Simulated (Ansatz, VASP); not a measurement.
## Al2O3 in VASP and in Ansatz

```
Al O
1.0
     2.38693    1.37810    4.33829
    -2.38693    1.37810    4.33829
     0.00000   -2.75619    4.33829
Al O
4 6
Direct
  0.14792 0.14792 0.14792
  0.35208 0.35208 0.35208
  0.64792 0.64792 0.64792
  0.85208 0.85208 0.85208
  0.94414 0.55586 0.25000
  0.44414 0.75000 0.05586
  0.55586 0.25000 0.94414
  0.25000 0.94414 0.55586
  0.75000 0.05586 0.44414
  0.05586 0.44414 0.75000
```

Alike in both runs: functional PBEsol; k mesh 6 × 6 × 6; occupations gaussian, width 0.02 eV; no spin polarisation.

Ansatz relaxed the structure, and its values are those at the end. VASP's run is a single point on that final structure, the one shown.

|  | VASP | Ansatz |
| --- | --- | --- |
| version | VASP 6.6.1 | Ansatz 0.2.0 |
| potentials or method | VASP PAW PBE potentials, release 64 (Al, O), cutoff 520 eV | scalar-relativistic, plane waves, PAW |
| valence electrons in the cell | 48 | 48 |

```csv
,VASP,Ansatz,Ansatz less VASP
gap on the k mesh at the Fermi level (eV),6.04,6.03,-0.009
least direct gap on the mesh (eV),6.04,6.03,-0.009
pressure (GPa),0.1,0.0,-0.07
```

VASP's potentials were made for PBE, not for PBEsol. With one functional, cell and mesh, what is left measures potentials, basis and numerics.
